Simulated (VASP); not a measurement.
# ZnIn2Cl4 (I4/mmm) in VASP: relaxation of cell and atoms with PBE

Aim: the relaxation of cell and atoms of ZnIn2Cl4 with PBE.

All numbers are computed with VASP 6.6.1; they aren't measurements. Logs are shortened: lines on timing, memory, paths and dates and some standing lists are left out, and cuts for length are marked.

### Step 1. The cell of the first run

Symmetry: I4/mmm, No. 139, tetragonal system. Conventional cell: a = 6.696 Å, b = 6.696 Å, c = 8.639 Å, α = 90.00°, β = 90.00°, γ = 90.00°. Zn (site symmetry 4/mmm) has 4 Cl at 2.03 Å within 2.7 Å. In (site symmetry -4m2) has 8 Cl at 3.22 Å and 4 Zn at 3.98 Å and 2 In at 4.32 Å within 4.4 Å. Cl (site symmetry m2m) has 1 Zn at 2.03 Å within 2.7 Å.

The cell was generated, and may not be a known phase.

### Step 2. Relaxation of cell and atoms, PBE

INCAR

```
SYSTEM = ZnIn2Cl4
PREC = Accurate ; ENCUT = 600
EDIFF = 1E-7 ; ISMEAR = 0
SIGMA = 0.1 ; LREAL = .FALSE.
LASPH = .TRUE. ; NELM = 100
ALGO = Normal ; ISIF = 3
LWAVE = .FALSE. ; LCHARG = .FALSE.
GGA = PE ; IBRION = 2
NSW = 90 ; EDIFFG = -0.04
```

KPOINTS

```
Automatic mesh
0
G
  4 4 4
  0 0 0
```

POSCAR

```
ZnIn2Cl4
1.0
   -3.3477839300      3.3477839300      4.3197213400
    3.3477839300     -3.3477839300      4.3197213400
    3.3477839300      3.3477839300     -4.3197213400
Zn In Cl
1 2 4
Direct
    0.0000000000      0.0000000000      0.0000000000
    0.7500000000      0.2500000000      0.5000000000
    0.2500000000      0.7500000000      0.5000000000
    0.2140000000      0.2140000000      0.4280000000
    0.2140000000      0.7860000000      0.0000000000
    0.7860000000      0.7860000000      0.5720000000
    0.7860000000      0.2140000000      0.0000000000
```

Potentials or basis: VASP PAW PBE potentials, release 64 (Zn, In_d, Cl).

Run with:

```console
> cat potpaw_PBE.64/Zn/POTCAR potpaw_PBE.64/In_d/POTCAR potpaw_PBE.64/Cl/POTCAR > POTCAR
> mpirun -np 1 vasp_std > vasp.out
```

OUTCAR:

```text
SYSTEM = ZnIn2Cl4
   PREC = Accurate
   ENCUT = 600
   EDIFF = 1E-7
   ISMEAR = 0
   LREAL = .FALSE.
   LASPH = .TRUE.
   NELM = 100
   ISIF = 3
   GGA = PE
   IBRION = 2
   NSW = 90
   EDIFFG = -0.04

 ion  position               nearest neighbor table
   1  0.000  0.000  0.000-   4 2.03   5 2.03   6 2.03   7 2.03
   2  0.750  0.250  0.500-   5 3.22   6 3.22   4 3.22   6 3.22   7 3.22   7 3.22   4 3.22   5 3.22

   3  0.250  0.750  0.500-   6 3.22   7 3.22   4 3.22   5 3.22   6 3.22   5 3.22   4 3.22   7 3.22

   4  0.214  0.214  0.428-   1 2.03   3 3.22   2 3.22   2 3.22   3 3.22
   5  0.214  0.786  0.000-   1 2.03   2 3.22   3 3.22   3 3.22   2 3.22
   6  0.786  0.786  0.572-   1 2.03   2 3.22   3 3.22   2 3.22   3 3.22
   7  0.786  0.214  0.000-   1 2.03   3 3.22   2 3.22   2 3.22   3 3.22

  LATTYP: Found a body centered tetragonal cell.
 ALAT       =     6.6955678600
 C/A-ratio  =     1.2903226225

  Lattice vectors:

 A1 = (  -3.3477839300,   3.3477839300,   4.3197213400)
 A2 = (   3.3477839300,  -3.3477839300,   4.3197213400)
 A3 = (   3.3477839300,   3.3477839300,  -4.3197213400)

Analysis of symmetry for initial positions (statically):
=====================================================================
 Subroutine PRICEL returns:
 Original cell was already a primitive cell.

 Routine SETGRP: Setting up the symmetry group for a
 body centered tetragonal supercell.

 Subroutine GETGRP returns: Found 16 space group operations
 (whereof 16 operations were pure point group operations)
 out of a pool of 16 trial point group operations.

The static configuration has the point symmetry D_4h.

Analysis of symmetry for dynamics (positions and initial velocities):
=====================================================================
 Subroutine PRICEL returns:
 Original cell was already a primitive cell.

 Routine SETGRP: Setting up the symmetry group for a
 body centered tetragonal supercell.

 Subroutine GETGRP returns: Found 16 space group operations
 (whereof 16 operations were pure point group operations)
 out of a pool of 16 trial point group operations.

The dynamic configuration has the point symmetry D_4h.

 Subroutine INISYM returns: Found 16 space group operations
 (whereof 16 operations are pure point group operations),
 and found     1 'primitive' translations

----------------------------------------------------------------------------------------

                                     Primitive cell

  volume of cell :     193.6558

  direct lattice vectors                    reciprocal lattice vectors
    -3.347783930  3.347783930  4.319721340     0.000000000  0.149352530  0.115748207
     3.347783930 -3.347783930  4.319721340     0.149352530  0.000000000  0.115748207
     3.347783930  3.347783930 -4.319721340     0.149352530  0.149352530  0.000000000

  length of vectors
     6.409002024  6.409002024  6.409002024     0.188954560  0.188954560  0.211216374

  position of ions in fractional coordinates (direct lattice)
     0.000000000  0.000000000  0.000000000
     0.750000000  0.250000000  0.500000000
     0.250000000  0.750000000  0.500000000
     0.214000000  0.214000000  0.428000000
     0.214000000  0.786000000  0.000000000
     0.786000000  0.786000000  0.572000000
     0.786000000  0.214000000  0.000000000

  ion indices of the primitive-cell ions
   primitive index   ion index
                 1           1
                 2           2
                 3           3
                 4           4
                 5           5
                 6           6
                 7           7

----------------------------------------------------------------------------------------

 KPOINTS: Automatic mesh

Automatic generation of k-mesh.
 Grid dimensions read from file:
 generate k-points for:    4    4    4

 Generating k-lattice:

  Cartesian coordinates                     Fractional coordinates (reciprocal lattice)
     0.000000000  0.037338133  0.028937052     0.250000000  0.000000000  0.000000000
     0.037338133  0.000000000  0.028937052     0.000000000  0.250000000  0.000000000
     0.037338133  0.037338133  0.000000000     0.000000000  0.000000000  0.250000000

  Length of vectors
     0.047238640  0.047238640  0.052804093

  Shift w.r.t. Gamma in fractional coordinates (k-lattice)
     0.000000000  0.000000000  0.000000000

 Subroutine IBZKPT returns following result:
 ===========================================

 Found     13 irreducible k-points:

 Following reciprocal coordinates:
            Coordinates               Weight
  0.000000  0.000000  0.000000      1.000000
  0.250000 -0.000000  0.000000      8.000000
  0.500000 -0.000000  0.000000      4.000000
  0.250000  0.250000  0.000000      8.000000
  0.500000  0.250000  0.000000     16.000000
 -0.250000  0.250000  0.000000      4.000000
  0.500000  0.500000  0.000000      2.000000
  0.250000  0.250000  0.250000      2.000000
 -0.250000  0.250000  0.250000      4.000000
  0.500000  0.500000  0.250000      4.000000
 -0.250000  0.500000  0.250000      8.000000
 -0.250000 -0.250000  0.250000      2.000000
  0.500000  0.500000  0.500000      1.000000
   k-points           NKPTS =     13   k-points in BZ     NKDIM =     13   number of bands    NBANDS=     39
   number of dos      NEDOS =    301   number of ions     NIONS =      7
   total plane-waves  NPLWV = 157464
   dimension x,y,z NGX =    54 NGY =   54 NGZ =   54
   dimension x,y,z NGXF=   108 NGYF=  108 NGZF=  108
   ions per type =               1   2   4
   NGX,Y,Z   is equivalent  to a cutoff of  14.01, 14.01, 14.01 a.u.
   NGXF,Y,Z  is equivalent  to a cutoff of  28.01, 28.01, 28.01 a.u.
 SYSTEM =  ZnIn2Cl4
   PREC   = accura    normal or accurate (medium, high low for compatibility)
   ISTART =      0    job   : 0-new  1-cont  2-samecut
   ICHARG =      2    charge: 1-file 2-atom 10-const
   ISPIN  =      1    spin polarized calculation?
   LNONCOLLINEAR =      F non collinear calculations
   LSORBIT =      F    spin-orbit coupling
   LASPH  =      T    aspherical Exc in radial PAW
   ENCUT  =  600.0 eV  44.10 Ry    6.64 a.u.  12.80 12.80 12.80*2*pi/ulx,y,z
   NELM   =    100;   NELMIN=  2; NELMDL= -5     # of ELM steps
   EDIFF  = 0.1E-06   stopping-criterion for ELM
   LREAL  =      F    real-space projection
   EDIFFG = -.4E-01   stopping-criterion for IOM
   NSW    =     90    number of steps for IOM
   IBRION =      2    ionic relax: 0-MD 1-quasi-New 2-CG
   NFREE  =      1    steps in history (QN), initial steepest desc. (CG)
   ISIF   =      3    stress and relaxation
   ISYM   =      2    0-nonsym 1-usesym 2-fastsym
   POTIM  = 0.5000    time-step for ionic-motion
   TEBEG  =    0.0;   TEEND  =   0.0 temperature during run
   PSTRESS=    0.0 pullay stress
   NELECT =      66.0000    total number of electrons
   NUPDOWN=      -1.0000    fix difference up-down
   EMIN   =  10.00;   EMAX   =-10.00  energy-range for DOS
   EFERMI =   0.00;   METHOD = LEGACY
   ISMEAR =     0;   SIGMA  =   0.10  broadening in eV -4-tet -1-fermi 0-gaus
   EFERMI_NEDOS =   21; number of points for ismear=-14 and -15
   IALGO  =     38    algorithm
   IMIX   =      4    mixing-type and parameters
     AMIX     =   0.40;   BMIX     =  1.00
     AMIX_MAG =   1.60;   BMIX_MAG =  1.00
  volume/ion in A,a.u.               =      27.67       186.69
  Fermi-wavevector in a.u.,A,eV,Ry     =   1.143526  2.160950 17.791674  1.307651
  Thomas-Fermi vector in A             =   2.280221
   LORBIT       =      0    0 simple, 1 ext, 2 COOP (PROOUT), +10 PAW based schemes
   GGA     = PE    functional components
   LHFCALC =     F    Hartree Fock is set to
   AEXX    =    0.0000 exact exchange contribution
   IVDW    =     0    specifies the selected vdW correction
   LEPSILON=     F    determine dielectric tensor
   LRPA    =     F    only Hartree local field effects (RPA)
 conjugate gradient relaxation of ions
 non-spin polarized calculation
 Gauss-broadening in eV      SIGMA  =   0.10
  energy-cutoff  :      600.00
  volume of cell :      193.66
 maximum number of plane-waves:      6550
 NGX is ok and might be reduce to    54
   NGX = 25   NGY = 25   NGZ = 25

--------------------------------------- Ionic step        1  -------------------------------------------

 number of electron      65.9999997 magnetization

 Free energy of the ion-electron system (eV)
  ---------------------------------------------------
  ext. energy  EPLUGINS =         0.00000000
  ---------------------------------------------------
  free energy    TOTEN  =       -16.66329033 eV

  energy without entropy =      -16.66329033  energy(sigma->0) =      -16.66329033

------------------------ aborting loop because EDIFF is reached ----------------------------------------

  FORCE on cell =-STRESS in cart. coord.  units (eV):
  Direction    XX          YY          ZZ          XY          YZ          ZX
  --------------------------------------------------------------------------------------
  -------------------------------------------------------------------------------------
  Total       25.0070671     25.0070671      1.0130954      0.0000000     -0.0000000      0.0000000
  in kB      206.8915613    206.8915613      8.3816665      0.0000000     -0.0000000      0.0000000
  external PRESSURE =     140.7215964 kB  Pullay stress =       0.0000000 kB
[... 28 lines left out ...]
--------------------------------------- Ionic step        2  -------------------------------------------

 number of electron      65.9999977 magnetization

 E-fermi :  -0.0672     XC(G=0):  -7.0925

 val. band max:       -0.5381669823   @ k =   0.5000   0.5000   0.5000
 cond. band min:       1.0269775675   @ k =   0.0000   0.0000   0.0000
 fundamental gap:      1.5651445498
 Fermi energy:        -0.0671520183

 k-point     1 :       0.0000    0.0000    0.0000
  band No.  band energies     occupation
      1     -14.0873      2.00000
      2     -13.9441      2.00000
      3     -13.9441      2.00000
      4     -13.8753      2.00000
      5     -13.5930      2.00000
      6     -13.5853      2.00000
[... 610 lines left out ...]
  FREE ENERGIE OF THE ION-ELECTRON SYSTEM (eV)
  ---------------------------------------------------
  free  energy   TOTEN  =       -19.7397003587 eV

  energy  without entropy=      -19.7397003587  energy(sigma->0) =      -19.73970036

[... ionic steps 4 to 10 ...]

--------------------------------------- Ionic step       11  -------------------------------------------

 number of electron      65.9999999 magnetization

------------------------ aborting loop because EDIFF is reached ----------------------------------------
[... 77 lines left out ...]
--------------------------------------- Ionic step       13  -------------------------------------------

 number of electron      66.0000001 magnetization

 Free energy of the ion-electron system (eV)
  ---------------------------------------------------
  ext. energy  EPLUGINS =         0.00000000
  ---------------------------------------------------
  free energy    TOTEN  =       -19.77713581 eV

  energy without entropy =      -19.77713581  energy(sigma->0) =      -19.77713581

 E-fermi :   1.2803     XC(G=0):  -7.6911

 val. band max:        0.8343806988   @ k =   0.5000   0.5000   0.5000
 cond. band min:       3.0928344332   @ k =   0.5000   0.5000   0.5000
 fundamental gap:      2.2584537344
 Fermi energy:         1.2802985796

 k-point     1 :       0.0000    0.0000    0.0000
  band No.  band energies     occupation
      1     -13.7766      2.00000
      2     -13.3582      2.00000
      3     -13.3582      2.00000
      4     -13.1973      2.00000
      5     -12.3419      2.00000
      6     -12.3210      2.00000
[... 569 lines left out ...]
  FREE ENERGIE OF THE ION-ELECTRON SYSTEM (eV)
  ---------------------------------------------------
  free  energy   TOTEN  =       -19.7771358145 eV

  energy  without entropy=      -19.7771358145  energy(sigma->0) =      -19.77713581

 reached required accuracy - stopping structural energy minimisation
```

Run time: 21 min. Hardware: 1 thread of Intel Xeon Platinum 8488C (Sapphire Rapids), shared host; peak memory 0.5 GiB.

Results:

* Free energy: -19.7771 eV
* Relaxed volume: 32.37 Å³/atom
* Relaxed cell: a = 6.668 Å, b = 6.668 Å, c = 6.668 Å, α = 112.33°, β = 112.33°, γ = 103.90°
* Space group after relaxing (to 0.1 Å): I4/mmm (No. 139)
* Energy gained by relaxing: 444.8 meV/atom
* Ionic steps: 13
* Pressure after relaxing: 0.0 GPa
* Band gap on the k mesh: 2.26 eV

Forces in eV/Å, atoms in the order of the input:
```
Zn   0.000  0.000  0.000
In   0.000  0.000  0.000
In   0.000  0.000  0.000
Cl  -0.002 -0.002  0.000
Cl   0.002 -0.002  0.000
Cl   0.002  0.002  0.000
Cl  -0.002  0.002  0.000
```

The path:
| step | energy change (eV) | largest force (eV/Å) | pressure (GPa) | volume (Å³) |
| --- | --- | --- | --- | --- |
| 1 | 0.0000 | 5.5101 | 14.07 | 193.66 |
| 2 | -1.8958 | 1.2816 | -3.81 | 268.02 |
| 3 | -3.0764 | 0.1471 | -0.48 | 230.45 |
| 4 | -3.0792 | 0.0936 | -0.33 | 229.59 |
| 5 | -3.0802 | 0.0358 | -0.17 | 228.69 |
| 6 | -3.0865 | 0.0410 | -0.12 | 227.68 |
| 7 | -3.0993 | 0.0567 | 0.02 | 224.63 |
| 8 | -3.0979 | 0.0904 | 0.36 | 218.41 |
| 9 | -3.1032 | 0.0720 | 0.18 | 221.70 |
| 10 | -3.1070 | 0.0870 | 0.04 | 223.23 |
| 11 | -3.1100 | 0.1138 | -0.18 | 226.10 |
| 12 | -3.1120 | 0.0779 | -0.12 | 226.26 |
| 13 | -3.1138 | 0.0026 | 0.01 | 226.58 |

Final structure:
```yaml
crystal:
  lattice:
    - [-3.71273, 3.71273, 4.10940]
    - [3.71273, -3.71273, 4.10940]
    - [3.71273, 3.71273, -4.10940]
  atoms:
    - { symbol: Zn, position: [0.00000, 0.00000, 0.00000] }
    - { symbol: In, position: [0.75000, 0.25000, 0.50000] }
    - { symbol: In, position: [0.25000, 0.75000, 0.50000] }
    - { symbol: Cl, position: [0.22476, 0.22476, 0.44952] }
    - { symbol: Cl, position: [0.22476, 0.77524, 0.00000] }
    - { symbol: Cl, position: [0.77524, 0.77524, 0.55048] }
    - { symbol: Cl, position: [0.77524, 0.22476, 0.00000] }
```

Caveat: the volume moved by over 15 % at a fixed basis, so the end points are rough; spin-orbit coupling is left out, which moves the levels of the heavy elements.
